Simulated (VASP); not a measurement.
# SiSe2 (Ibam) in VASP: a series of runs

The runs below take SiSe2 through single point, relaxation of cell and atoms, with PBE+D3(BJ).

All numbers are computed with VASP 6.6.1; they aren't measurements. Logs are shortened: lines on timing, memory, paths and dates and some standing lists are left out, and cuts for length are marked.

### 1 The cell of the first run

Symmetry: Ibam, No. 72, orthorhombic system. The conventional cell has a = 5.843 Å, b = 9.522 Å, c = 5.836 Å, α = 90.00°, β = 90.00°, γ = 90.00°. Si (site symmetry 222) has 4 Se at 2.30 Å and 2 Si at 2.92 Å within 3.0 Å. Within 3.0 Å of Se (site symmetry m) lie 2 Si at 2.30 Å.

### 2 Single point, PBE+D3(BJ)

Contents of INCAR:

```
  ALGO = Normal
  EDIFF = 1E-6
  ENCUT = 500
  GGA = PE
  GGA_COMPAT = F
  ISIF = 2
  ISMEAR = 0
  IVDW = 12
  LASPH = T
  LCHARG = F
  LREAL = F
  LWAVE = F
  NBANDS = 25
  NELM = 120
  PREC = Accurate
  SIGMA = 0.02
```

Contents of KPOINTS:

```
k-points
0
Gamma
  6 6 6
```

Contents of POSCAR:

```
SiSe2
1.0
   -2.9212885036      4.7609908349      2.9179660260
    2.9212885036     -4.7609908349      2.9179660260
    2.9212885036      4.7609908349     -2.9179660260
Si Se
2 4
Direct
    0.7500000000      0.7500000000      0.0000000000
    0.2500000000      0.2500000000      0.0000000000
    0.1261624635      0.2228978143      0.3490602778
    0.8738375365      0.7771021857      0.6509397222
    0.3738375365      0.7228978143      0.0967353508
    0.6261624635      0.2771021857      0.9032646492
```

Potentials or basis: VASP PAW PBE potentials, release 64 (Si, Se).

On the command line:

```bash
$ cat potpaw_PBE.64/Si/POTCAR potpaw_PBE.64/Se/POTCAR > POTCAR
$ mpirun -np 1 vasp_std > vasp.out
```

OUTCAR:

```text
EDIFF = 1E-6
   ENCUT = 500
   GGA = PE
   ISIF = 2
   ISMEAR = 0
   IVDW = 12
   LASPH = T
   LREAL = F
   NELM = 120
   PREC = Accurate
 IVDW          = 12

 ion  position               nearest neighbor table
   1  0.750  0.750  0.000-   6 2.30   4 2.30   3 2.30   5 2.30   2 2.92   2 2.92
   2  0.250  0.250  0.000-   5 2.30   4 2.30   3 2.30   6 2.30   1 2.92   1 2.92
   3  0.126  0.223  0.349-   1 2.30   2 2.30
   4  0.874  0.777  0.651-   1 2.30   2 2.30
   5  0.374  0.723  0.097-   2 2.30   1 2.30
   6  0.626  0.277  0.903-   1 2.30   2 2.30

  LATTYP: Found a body centered orthorhombic cell.
 ALAT       =     5.8359320520
 B/A-ratio  =     1.0011386279
 C/A-ratio  =     1.6316128401

  Lattice vectors:

 A1 = (   2.9212885036,   4.7609908349,  -2.9179660260)
 A2 = (  -2.9212885036,   4.7609908349,   2.9179660260)
 A3 = (   2.9212885036,  -4.7609908349,   2.9179660260)

Analysis of symmetry for initial positions (statically):
=====================================================================
 Subroutine PRICEL returns:
 Original cell was already a primitive cell.

 Routine SETGRP: Setting up the symmetry group for a
 body centered orthorhombic supercell.

 Subroutine GETGRP returns: Found  8 space group operations
 (whereof  4 operations were pure point group operations)
 out of a pool of  8 trial point group operations.

The static configuration has the point symmetry C_2h.
 The point group associated with its full space group is D_2h.

Analysis of symmetry for dynamics (positions and initial velocities):
=====================================================================
 Subroutine PRICEL returns:
 Original cell was already a primitive cell.

 Routine SETGRP: Setting up the symmetry group for a
 body centered orthorhombic supercell.

 Subroutine GETGRP returns: Found  8 space group operations
 (whereof  4 operations were pure point group operations)
 out of a pool of  8 trial point group operations.

The dynamic configuration has the point symmetry C_2h.
 The point group associated with its full space group is D_2h.

 Subroutine INISYM returns: Found  8 space group operations
 (whereof  4 operations are pure point group operations),
 and found     1 'primitive' translations

----------------------------------------------------------------------------------------

                                     Primitive cell

  volume of cell :     162.3349

  direct lattice vectors                    reciprocal lattice vectors
    -2.921288504  4.760990835  2.917966026     0.000000000  0.105020156  0.171352235
     2.921288504 -4.760990835  2.917966026     0.171157350  0.000000000  0.171352235
     2.921288504  4.760990835 -2.917966026     0.171157350  0.105020156  0.000000000

  length of vectors
     6.302022372  6.302022372  6.302022372     0.200974679  0.242190890  0.200808545

  position of ions in fractional coordinates (direct lattice)
     0.750000000  0.750000000  0.000000000
     0.250000000  0.250000000  0.000000000
     0.126162464  0.222897814  0.349060278
     0.873837536  0.777102186  0.650939722
     0.373837536  0.722897814  0.096735351
     0.626162464  0.277102186  0.903264649

  ion indices of the primitive-cell ions
   primitive index   ion index
                 1           1
                 2           2
                 3           3
                 4           4
                 5           5
                 6           6

----------------------------------------------------------------------------------------

 KPOINTS: k-points

Automatic generation of k-mesh.
 Grid dimensions read from file:
 generate k-points for:    6    6    6

 Generating k-lattice:

  Cartesian coordinates                     Fractional coordinates (reciprocal lattice)
     0.000000000  0.017503359  0.028558706     0.166666667  0.000000000  0.000000000
     0.028526225  0.000000000  0.028558706     0.000000000  0.166666667 -0.000000000
     0.028526225  0.017503359  0.000000000     0.000000000 -0.000000000  0.166666667

  Length of vectors
     0.033495780  0.040365148  0.033468091

  Shift w.r.t. Gamma in fractional coordinates (k-lattice)
     0.000000000  0.000000000  0.000000000

 Subroutine IBZKPT returns following result:
 ===========================================

 Found     46 irreducible k-points:

 Following reciprocal coordinates:
            Coordinates               Weight
  0.000000  0.000000  0.000000      1.000000
  0.166667  0.000000  0.000000      4.000000
  0.333333 -0.000000  0.000000      4.000000
  0.500000 -0.000000  0.000000      2.000000
  0.000000  0.166667 -0.000000      4.000000
  0.166667  0.166667  0.000000      8.000000
[... 16 lines left out ...]
 -0.166667  0.166667  0.166667      2.000000
  0.166667  0.333333  0.166667      4.000000
 [... further k-points ...]
   k-points           NKPTS =     46   k-points in BZ     NKDIM =     46   number of bands    NBANDS=     25
   number of dos      NEDOS =    301   number of ions     NIONS =      6
   total plane-waves  NPLWV = 110592
   dimension x,y,z NGX =    48 NGY =   48 NGZ =   48
   dimension x,y,z NGXF=    96 NGYF=   96 NGZF=   96
   ions per type =               2   4
   NGX,Y,Z   is equivalent  to a cutoff of  12.66, 12.66, 12.66 a.u.
   NGXF,Y,Z  is equivalent  to a cutoff of  25.32, 25.32, 25.32 a.u.
 SYSTEM =  unknown system
   PREC   = accura    normal or accurate (medium, high low for compatibility)
   ISTART =      0    job   : 0-new  1-cont  2-samecut
   ICHARG =      2    charge: 1-file 2-atom 10-const
   ISPIN  =      1    spin polarized calculation?
   LNONCOLLINEAR =      F non collinear calculations
   LSORBIT =      F    spin-orbit coupling
   LASPH  =      T    aspherical Exc in radial PAW
   ENCUT  =  500.0 eV  36.75 Ry    6.06 a.u.  11.49 11.49 11.49*2*pi/ulx,y,z
   NELM   =    120;   NELMIN=  2; NELMDL= -5     # of ELM steps
   EDIFF  = 0.1E-05   stopping-criterion for ELM
   LREAL  =      F    real-space projection
[... 7 lines left out ...]
   TEBEG  =    0.0;   TEEND  =   0.0 temperature during run
   PSTRESS=    0.0 pullay stress
   NELECT =      32.0000    total number of electrons
   NUPDOWN=      -1.0000    fix difference up-down
   EMIN   =  10.00;   EMAX   =-10.00  energy-range for DOS
   EFERMI =   0.00;   METHOD = LEGACY
   ISMEAR =     0;   SIGMA  =   0.02  broadening in eV -4-tet -1-fermi 0-gaus
   EFERMI_NEDOS =   21; number of points for ismear=-14 and -15
   IALGO  =     38    algorithm
   IMIX   =      4    mixing-type and parameters
     AMIX     =   0.40;   BMIX     =  1.00
     AMIX_MAG =   1.60;   BMIX_MAG =  1.00
  volume/ion in A,a.u.               =      27.06       182.58
  Fermi-wavevector in a.u.,A,eV,Ry     =   0.952769  1.800472 12.350936  0.907768
  Thomas-Fermi vector in A             =   2.081362
   LORBIT       =      0    0 simple, 1 ext, 2 COOP (PROOUT), +10 PAW based schemes
   GGA     = PE    functional components
   LHFCALC =     F    Hartree Fock is set to
   AEXX    =    0.0000 exact exchange contribution
   IVDW    =    12    specifies the selected vdW correction
   LEPSILON=     F    determine dielectric tensor
   LRPA    =     F    only Hartree local field effects (RPA)
 non-spin polarized calculation
 Gauss-broadening in eV      SIGMA  =   0.02
  energy-cutoff  :      500.00
  volume of cell :      162.33
 maximum number of plane-waves:      4151
 NGX is ok and might be reduce to    48
   NGX = 23   NGY = 23   NGZ = 23

 number of electron      32.0000000 magnetization

 Free energy of the ion-electron system (eV)
  ---------------------------------------------------
  ext. energy  EPLUGINS =         0.00000000
  ---------------------------------------------------
  free energy    TOTEN  =       -27.39563673 eV

  energy without entropy =      -27.39563673  energy(sigma->0) =      -27.39563673

 E-fermi :   2.3202     XC(G=0):  -8.4453

 val. band max:        2.2125036813   @ k =  -0.3333   0.3333   0.3333
 cond. band min:       3.7301353264   @ k =   0.5000   0.5000   0.5000
 fundamental gap:      1.5176316451
 Fermi energy:         2.3201841269

 k-point     1 :       0.0000    0.0000    0.0000
  band No.  band energies     occupation
      1     -12.2453      2.00000
      2     -10.4100      2.00000
      3     -10.1185      2.00000
      4      -9.8508      2.00000
      5      -5.3104      2.00000
      6      -4.3218      2.00000
[... 17 lines left out ...]
     24       8.3955      0.00000
     25       8.8315      0.00000

 k-point     2 :       0.1667    0.0000    0.0000
  band No.  band energies     occupation
      1     -12.1449      2.00000
      2     -10.5604      2.00000
      3     -10.1312      2.00000
      4      -9.8986      2.00000
      5      -5.1914      2.00000
      6      -4.2746      2.00000
[... 17 lines left out ...]
     24       8.0490      0.00000
     25       8.6354      0.00000

 k-point     3 :       0.3333   -0.0000    0.0000
  band No.  band energies     occupation
      1     -11.8573      2.00000
      2     -10.9485      2.00000
      3     -10.1408      2.00000
      4     -10.0054      2.00000
      5      -4.8428      2.00000
      6      -4.2514      2.00000
[... 17 lines left out ...]
     24       7.9771      0.00000
     25       9.1178      0.00000

 k-point     4 :       0.5000   -0.0000    0.0000
  band No.  band energies     occupation
      1     -11.4282      2.00000
      2     -11.4282      2.00000
      3     -10.1010      2.00000
      4     -10.1010      2.00000
      5      -4.4420      2.00000
      6      -4.4420      2.00000
[... 17 lines left out ...]
     24       7.5311      0.00000
     25       9.4376      0.00000
[... 477 lines left out ...]
 k-point    22 :       0.3333    0.1667    0.1667
  band No.  band energies     occupation
      1     -11.3833      2.00000
      2     -11.3833      2.00000
      3     -10.1602      2.00000
      4     -10.1602      2.00000
      5      -4.4888      2.00000
      6      -4.4888      2.00000
[... 17 lines left out ...]
     24       7.4267      0.00000
     25      10.0105      0.00000

 k-point    23 :      -0.1667    0.1667    0.1667
  band No.  band energies     occupation
      1     -12.1329      2.00000
      2     -10.4325      2.00000
      3     -10.2200      2.00000
      4      -9.9632      2.00000
      5      -5.3290      2.00000
      6      -4.1363      2.00000
[... 17 lines left out ...]
     24       8.3110      0.00000
     25       8.6156      0.00000

 k-point    24 :       0.1667    0.3333    0.1667
  band No.  band energies     occupation
      1     -11.3675      2.00000
      2     -11.3675      2.00000
      3     -10.1805      2.00000
      4     -10.1805      2.00000
      5      -4.5100      2.00000
      6      -4.5100      2.00000
[... 17 lines left out ...]
     24       7.5092      0.00000
     25       9.8480      0.00000

 [... further k-points ...]

------------------------ aborting loop because EDIFF is reached ----------------------------------------

 Edisp (eV)   -1.69147

 E8    (eV) :    -0.6944

  FORCE on cell =-STRESS in cart. coord.  units (eV):
  Direction    XX          YY          ZZ          XY          YZ          ZX
  --------------------------------------------------------------------------------------
  -------------------------------------------------------------------------------------
  Total       0.11886     0.07946     0.12831     0.00000     0.00000     0.00000
  in kB       1.17313     0.78419     1.26632     0.00000     0.00000     0.00000
  external pressure =        1.07 kB  Pullay stress =        0.00 kB

 VOLUME and BASIS-vectors are now :
 -----------------------------------------------------------------------------
  energy-cutoff  :      500.00
  volume of cell :      162.33
      direct lattice vectors                 reciprocal lattice vectors
    -2.921288504  4.760990835  2.917966026     0.000000000  0.105020156  0.171352235
     2.921288504 -4.760990835  2.917966026     0.171157350  0.000000000  0.171352235
     2.921288504  4.760990835 -2.917966026     0.171157350  0.105020156  0.000000000

 POSITION                                       TOTAL-FORCE (eV/Angst)
 -----------------------------------------------------------------------------------
      0.00000      0.00000      4.37695         0.000000     -0.000000     -0.000000
      0.00000      0.00000      1.45898         0.000000      0.000000     -0.000000
      1.30230      1.20132      0.00000         0.021313      0.018628     -0.000000
      1.61899      3.55967      2.91797        -0.021313     -0.018628      0.000000
      1.30230     -1.20132      2.91797         0.021313     -0.018628     -0.000000
      1.61899      5.96231      0.00000        -0.021313      0.018628      0.000000
 -----------------------------------------------------------------------------------
    total drift:                                0.000000      0.000000     -0.000000

  FREE ENERGIE OF THE ION-ELECTRON SYSTEM (eV)
  ---------------------------------------------------
  free  energy   TOTEN  =       -29.0871100138 eV

  energy  without entropy=      -29.0871100138  energy(sigma->0) =      -29.08711001
```

Run time: 80 s. Hardware: 1 thread of Intel Xeon 6975P-C (Granite Rapids), shared host; peak memory 0.39 GiB.

What came out:

```yaml
Free_energy: -29.0871 eV
Pressure: 0.1 GPa
Largest_force: 0.028 eV/Å
Band_gap_on_the_k_mesh: 1.52 eV, indirect (least direct gap 1.78 eV)
Dispersion_energy_per_atom: -0.282 eV
```

Forces on the atoms (eV/Å):
```
Si   0.000  0.000  0.000
Si   0.000  0.000  0.000
Se   0.021  0.019  0.000
Se  -0.021 -0.019  0.000
Se   0.021 -0.019  0.000
Se  -0.021  0.019  0.000
```

Levels at points of the mesh, in eV from the valence-band top:
```
           k point  band 13  band 14  band 15  band 16  band 17  band 18  band 19  band 20
(0.00, 0.00, 0.00)    -1.32    -0.84    -0.51    -0.35     2.65     2.85     2.92     5.29
(0.50, 0.00, 0.00)    -1.32    -1.32    -0.60    -0.60     2.57     2.57     4.30     4.30
(0.00, 0.50, 0.00)    -0.97    -0.97    -0.49    -0.49     2.33     2.33     3.85     3.85
(0.50, 0.50, 0.00)    -1.81    -1.17    -0.89    -0.07     2.92     4.06     4.11     4.21
(0.50, 0.50, 0.50)    -2.07    -1.91    -1.35    -0.26     1.52     3.09     3.46     4.42
```

### 3 Relaxation of cell and atoms, PBE+D3(BJ)

This run uses another cell than the first one, of 30.51 Å³/atom, 1.128 times its volume.

Contents of INCAR:

```
PREC     = Accurate       # precision mode
ENCUT    = 500            # plane-wave cutoff, eV
EDIFF    = 1E-7           # SCF threshold, eV
ISMEAR   = 0              # smearing method
SIGMA    = 0.02           # smearing width, eV
LREAL    = F              # projectors in reciprocal space
LASPH    = T              # aspherical terms in the spheres
NELM     = 120            # most SCF steps
ALGO     = Normal         # electronic algorithm
ISIF     = 3              # what is computed and relaxed
LWAVE    = F              # write WAVECAR
LCHARG   = F              # write CHGCAR
GGA      = PE             # functional
IVDW     = 12             # dispersion correction
IBRION   = 2              # ionic algorithm
NSW      = 70             # ionic steps
EDIFFG   = -0.02          # ionic threshold
GGA_COMPAT= F            
NELMIN   = 4
```

Contents of KPOINTS:

```
regular mesh
0
Gamma
  6 6 6
```

Contents of POSCAR:

```
SiSe2
1.0
   -3.1120166800      5.0102210000      2.9354493600
    3.1120166800     -5.0102210000      2.9354493600
    3.1120166800      5.0102210000     -2.9354493600
Si Se
2 4
Direct
    0.7500000000      0.7500000000      0.0000000000
    0.2500000000      0.2500000000      0.0000000000
    0.1206518800      0.2032192100      0.3238710800
    0.8793481000      0.7967808200      0.6761289200
    0.3793481300      0.7032191800      0.0825673300
    0.6206519000      0.2967807900      0.9174326700
```

Potentials or basis: VASP PAW PBE potentials, release 64 (Si, Se).

On the command line:

```bash
$ cat potpaw_PBE.64/Si/POTCAR potpaw_PBE.64/Se/POTCAR > POTCAR
$ mpirun -np 1 vasp_std > vasp.out
```

Wall time 15 min (1 thread of Intel Xeon 6975P-C (Granite Rapids), shared host); peak memory 0.44 GiB.

Results (log left out):

* Free energy: -29.0875 eV
* Relaxed volume: 26.98 Å³/atom
* Relaxed cell: a = 6.265 Å, b = 6.265 Å, c = 6.265 Å, α = 123.78°, β = 83.11°, γ = 124.33°
* Space group after relaxing (to 0.05 Å): Ibam (No. 72)
* Energy gained by relaxing: 14.4 meV/atom
* Ionic steps: 18
* Pressure after relaxing: 0.1 GPa
* Largest force after relaxing: 0.019 eV/Å
* Band gap on the k mesh: 1.50 eV, indirect (least direct gap 1.74 eV)
* Dispersion energy per atom: -0.283 eV

Forces on the atoms (eV/Å):
```
Si   0.000  0.000  0.000
Si   0.000  0.000  0.000
Se   0.019  0.003  0.000
Se  -0.019 -0.003  0.000
Se   0.019 -0.003  0.000
Se  -0.019  0.003  0.000
```

Stress tensor (GPa, compression positive):
```
 0.11  0.00  0.00
 0.00  0.11  0.00
 0.00  0.00 -0.06
```

The path:
| step | energy change (eV) | largest force (eV/Å) | pressure (GPa) | volume (Å³) |
| --- | --- | --- | --- | --- |
| 1 | 0.0000 | 0.3575 | 0.28 | 183.08 |
| 2 | -0.0082 | 0.0328 | -0.98 | 184.50 |
| 3 | -0.0098 | 0.0776 | -0.62 | 184.09 |
| 4 | -0.0221 | 0.0683 | -0.56 | 181.76 |
| 5 | -0.0518 | 0.0498 | -0.30 | 174.87 |
| 6 | -0.0680 | 0.0562 | 0.58 | 161.62 |
| 7 | -0.0703 | 0.0540 | 0.30 | 165.38 |
| 8 | -0.0795 | 0.0876 | -0.12 | 163.80 |
| 9 | -0.0807 | 0.1384 | -0.32 | 163.01 |
| 10 | -0.0835 | 0.0555 | 0.19 | 161.07 |
| 11 | -0.0836 | 0.0552 | 0.10 | 161.41 |
| 12 | -0.0844 | 0.0519 | 0.03 | 161.60 |
| 13 | -0.0851 | 0.0527 | -0.15 | 162.05 |
| 14 | -0.0855 | 0.0356 | -0.08 | 161.98 |
| 15 | -0.0859 | 0.0226 | 0.03 | 161.85 |
| 16 | -0.0856 | 0.0737 | 0.25 | 161.60 |
| 17 | -0.0860 | 0.0315 | 0.09 | 161.79 |
| 18 | -0.0863 | 0.0188 | 0.05 | 161.90 |

Final structure:
```cif
data_structure
_symmetry_space_group_name_H-M 'P 1'
_symmetry_Int_Tables_number 1
_cell_length_a 6.2647
_cell_length_b 6.2647
_cell_length_c 6.2647
_cell_angle_alpha 123.784
_cell_angle_beta 83.109
_cell_angle_gamma 124.327
_cell_volume 161.90
loop_
_atom_site_label
_atom_site_type_symbol
_atom_site_fract_x
_atom_site_fract_y
_atom_site_fract_z
_atom_site_occupancy
Si1 Si 0.75000 0.75000 0.00000 1
Si2 Si 0.25000 0.25000 0.00000 1
Se1 Se 0.12733 0.22146 0.34879 1
Se2 Se 0.87267 0.77854 0.65121 1
Se3 Se 0.37267 0.72146 0.09413 1
Se4 Se 0.62733 0.27854 0.90587 1
```

Levels at points of the mesh, in eV from the valence-band top:
| k point | band 12 | band 13 | band 14 | band 15 | band 16 | band 17 | band 18 | band 19 | band 20 |
| --- | --- | --- | --- | --- | --- | --- | --- | --- | --- |
| (0.00, 0.00, 0.00) | -1.89 | -1.32 | -0.87 | -0.51 | -0.32 | 2.65 | 2.87 | 2.90 | 5.36 |
| (0.50, 0.00, 0.00) | -2.33 | -1.32 | -1.32 | -0.61 | -0.61 | 2.55 | 2.55 | 4.28 | 4.28 |
| (0.00, 0.50, 0.00) | -2.30 | -0.97 | -0.97 | -0.51 | -0.51 | 2.32 | 2.32 | 3.82 | 3.82 |
| (0.50, 0.50, 0.00) | -2.17 | -1.82 | -1.18 | -0.87 | -0.09 | 2.89 | 4.03 | 4.06 | 4.22 |
| (0.50, 0.50, 0.50) | -2.20 | -2.05 | -1.96 | -1.39 | -0.23 | 1.50 | 3.09 | 3.46 | 4.43 |
